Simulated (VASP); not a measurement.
Here is a VASP 6.6.1 calculation.

INCAR

```
PREC = Accurate
ENCUT = 520
EDIFF = 1E-6
ISMEAR = 0
SIGMA = 0.1
LREAL = False
LASPH = True
NELM = 100
ALGO = Normal
ISIF = 2
LWAVE = False
LCHARG = False
GGA = PE
NBANDS = 17
```

KPOINTS

```
regular mesh
0
Gamma
  6 6 6
```

The input POSCAR:

```
SnO
1.0
    3.2381449100      0.0000000000      0.0000000000
    0.0000000000      3.2381449100      0.0000000000
    0.0000000000      0.0000000000      3.2381449100
Sn O
1 1
Direct
    0.5000000000      0.5000000000      0.5000000000
    0.0000000000      0.0000000000      0.0000000000
```

Potentials or basis: VASP PAW PBE potentials, release 64 (Sn_d, O).

Command:

```sh
$ cat potpaw_PBE.64/Sn_d/POTCAR potpaw_PBE.64/O/POTCAR > POTCAR
$ mpirun -np 1 vasp_std > vasp.out
```

Q: Estimate the band gap on the k mesh.

A: 0.55 eV, indirect (least direct gap 0.99 eV).

Q: Predict the pressure.

A: -7.9 GPa.

Caveat: spin-orbit coupling is left out, which moves the levels of the heavy elements. Expect the measured gap to be larger: semilocal functionals such as PBE lack the derivative discontinuity.
